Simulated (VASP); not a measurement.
Input of a VASP 6.6.1 run:

File INCAR:

```
SYSTEM = C
PREC = Accurate
ENCUT = 910
EDIFF = 1E-7
ISMEAR = 0
SIGMA = 0.1
LREAL = .False.
LASPH = .True.
NELM = 120
ALGO = Normal
ISIF = 3
LWAVE = .False.
LCHARG = .False.
GGA = PS
IBRION = 2
NSW = 90
EDIFFG = -0.04
GGA_COMPAT = .False.
NELMIN = 4
```

KPOINTS

```
Automatic mesh
0
Gamma
  6 6 6
  0 0 0
```

The input POSCAR:

```
C
1.0
    1.5254665541      0.8807285256      2.8287948316
   -1.5254665541      0.8807285256      2.8287948316
    0.0000000000     -1.7614570513      2.8287948316
C
2
Direct
    0.2275400000      0.2275400000      0.2275400000
    0.7724600000      0.7724600000      0.7724600000
```

Potentials or basis: VASP PAW PBE potentials, release 64 (C_h).

The run is started by

```bash
$ cat potpaw_PBE.64/C_h/POTCAR > POTCAR
$ mpirun -np 1 vasp_std > vasp.out
```

Predict the relaxed volume.

5.63 Å³/atom.

Predict the relaxed cell.

a = 2.515 Å, b = 2.515 Å, c = 2.515 Å, α = 60.00°, β = 60.00°, γ = 60.00°.

What does it give for the space group after relaxing (to 0.05 Å)?

Fd-3m (No. 227).

Estimate the band gap on the k mesh.

4.05 eV, indirect (least direct gap 5.56 eV).

Stress tensor (GPa, compression positive):
```
-0.96  0.00  0.00
 0.00 -0.96  0.00
 0.00  0.00 -0.86
```

Caveat: the cutoff is under 1.25 times the usual one of these potentials, so pressure, stress and relaxed cells hold a basis-set (Pulay) error; the volume moved by over 15 % at a fixed basis, so the end points are rough; the PAW data sets were made with another functional, which shifts forces and pressure a little. A k mesh can miss the band edges.
